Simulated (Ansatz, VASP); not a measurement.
# Ta2C in VASP and in Ansatz

```
Ta C
1.0
    -2.74256    2.74256    2.53484
     2.74256   -2.74256    2.53484
     2.74256    2.74256   -2.53484
Ta C
4 2
Cartesian
  1.7840 0.9585 2.5348
  -0.9585 1.7840 2.5348
  0.9585 1.7840 0.0000
  3.7011 0.9585 0.0000
  0.0000 0.0000 1.2674
  0.0000 0.0000 3.8023
```

Alike in both runs: functional PBEsol; k mesh 10 × 10 × 10; occupations gaussian, width 0.1 eV; no spin polarisation.

Ansatz relaxed the structure, and its values are those at the end. VASP's run is a single point on that final structure, the one shown.

```csv
,VASP,Ansatz
version,VASP 6.6.1,Ansatz 0.2.0
potentials or method,"VASP PAW PBE potentials, release 64 (Ta_pv, C), cutoff 520 eV","scalar-relativistic, plane waves, PAW"
valence electrons in the cell,52,60
```

Ansatz gave:

| Quantity | Value |
| --- | --- |
| gap on the k mesh at the Fermi level (eV) | none |
| pressure (GPa) | 0.0 |
| rms of the force components (eV/Å) | 0.000 |

Task: Estimate VASP's values.

Result: gap on the k mesh at the Fermi level (eV): none; pressure (GPa): 0.6; rms of the force components (eV/Å): 0.003.

VASP's potentials were made for PBE, not for PBEsol. A gap of «none» marks a metal or a gap that the smearing closes. VASP's potentials hold 52 valence electrons a cell and Ansatz's 60, so a difference there can come from the potentials and not from the codes.

Spin-orbit coupling is off throughout.
